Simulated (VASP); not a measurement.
Input of a VASP 6.6.1 run:

INCAR

```
ALGO = Normal ; EDIFF = 1E-7
EDIFFG = -0.001 ; ENCUT = 600
GGA = PE ; IBRION = 2
ISIF = 3 ; ISMEAR = 0
LASPH = True ; LCHARG = False
LREAL = False ; LWAVE = False
NELM = 80 ; NSW = 80
PREC = Accurate ; SIGMA = 0.1
```

KPOINTS

```
k-points
0
Gamma
  12 12 6
```

POSCAR

```
Nb2SnSe
1.0
    3.3804254063      0.0000000000      0.0000000000
   -1.6902127031      2.9275342774      0.0000000000
    0.0000000000      0.0000000000      7.7981539176
Nb Sn Se
2 1 1
Direct
    0.3333333333      0.6666666667      0.7249476361
    0.3333333333      0.6666666667      0.2750523639
    0.6666666667      0.3333333333      0.0000000000
    0.0000000000      0.0000000000      0.5000000000
```

Potentials or basis: VASP PAW PBE potentials, release 64 (Nb_sv, Sn_d, Se).

Command:

```console
$ cat potpaw_PBE.64/Nb_sv/POTCAR potpaw_PBE.64/Sn_d/POTCAR potpaw_PBE.64/Se/POTCAR > POTCAR
$ mpirun -np 1 vasp_std > vasp.out
```

Question: Estimate the relaxed volume.

Answer: 19.28 Å³/atom.

Question: Estimate the band gap on the k mesh.

Answer: Zero (bands 23 and 24 overlap by 0.97 eV).

Question: What does it give for the relaxed cell?

Answer: a = 3.380 Å, b = 3.380 Å, c = 7.796 Å, α = 90.00°, β = 90.00°, γ = 120.00°.

Final structure:
```
Nb Sn Se
1.0
     3.37967    0.00000    0.00000
    -1.68984    2.92688    0.00000
     0.00000    0.00000    7.79577
Nb Sn Se
2 1 1
Direct
  0.33333 0.66667 0.72494
  0.33333 0.66667 0.27506
  0.66667 0.33333 0.00000
  0.00000 0.00000 0.50000
```

Caveat: spin-orbit coupling is left out, which moves the levels of the heavy elements.
